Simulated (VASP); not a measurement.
Write the native input for VASP 6.6.1 that does the following.

```yaml
Task: single point
Functional: r2SCAN
Potentials_or_basis: VASP PAW PBE potentials, release 64 (Mg, S)
Cutoff: 520 eV
k_mesh: 8 × 8 × 8
Occupations: gaussian, width 0.01 eV
Spin: no spin polarisation
Dipole_correction: no
Further_INCAR_settings: ALGO = Normal; EDIFF = 1e-06; NBANDS = 11
```

The system is MgS.

```xyz
2
Lattice="2.5886 2.5886 0.0000 -2.5886 2.5886 0.0000 0.0000 2.5886 2.6095" Properties=species:S:1:pos:R:3 pbc="T T T"
Mg    0.0000    0.0000    0.0000
S     0.0000    2.5886    0.0000
```

This cell differs from its parent crystal: film at in-plane strain -0.005.

These files were run (other wordings do the same):

POSCAR

```
MgS
1.0
    2.5886417500      2.5886417500      0.0000000000
   -2.5886417500      2.5886417500      0.0000000000
    0.0000000000      2.5886417500      2.6094549500
Mg S
1 1
Direct
    0.0000000000      0.0000000000      0.0000000000
    0.5000000000      0.5000000000      0.0000000000
```

INCAR.step1

```
  ALGO = Normal
  EDIFF = 1E-4
  ENCUT = 520
  GGA = PE
  ISMEAR = 0
  LASPH = T
  LCHARG = F
  LREAL = F
  LWAVE = T
  NBANDS = 11
  NELM = 100
  PREC = Accurate
  SIGMA = 0.01
```

INCAR.step2

```
  ALGO = Normal
  EDIFF = 1E-6
  ENCUT = 520
  ISIF = 2
  ISMEAR = 0
  ISTART = 1
  LASPH = T
  LCHARG = F
  LMIXTAU = T
  LREAL = F
  LWAVE = F
  METAGGA = R2SCAN
  NBANDS = 11
  NELM = 100
  PREC = Accurate
  SIGMA = 0.01
```

KPOINTS

```
k-points
0
Gamma
  8 8 8
```

Potentials or basis: VASP PAW PBE potentials, release 64 (Mg, S).

The run is started by

```sh
$ cat potpaw_PBE.64/Mg/POTCAR potpaw_PBE.64/S/POTCAR > POTCAR
$ cp INCAR.step1 INCAR
$ mpirun -np 1 vasp_std > vasp.out
$ cp INCAR.step2 INCAR
$ mpirun -np 1 vasp_std > vasp.out
```

It gave:

| Quantity | Value |
| --- | --- |
| Pressure | 0.1 GPa |
| Band gap on the k mesh | 3.41 eV, indirect (least direct gap 4.65 eV) |

Caveat: the cell differs from its parent crystal (film at in-plane strain -0.005); the PAW data sets were made with another functional, which shifts forces and pressure a little.

Wall time 56 s on 1 thread of Intel(R) Xeon(R) 6975P-C (Granite Rapids) (shared host), peak memory 0.17 GiB.
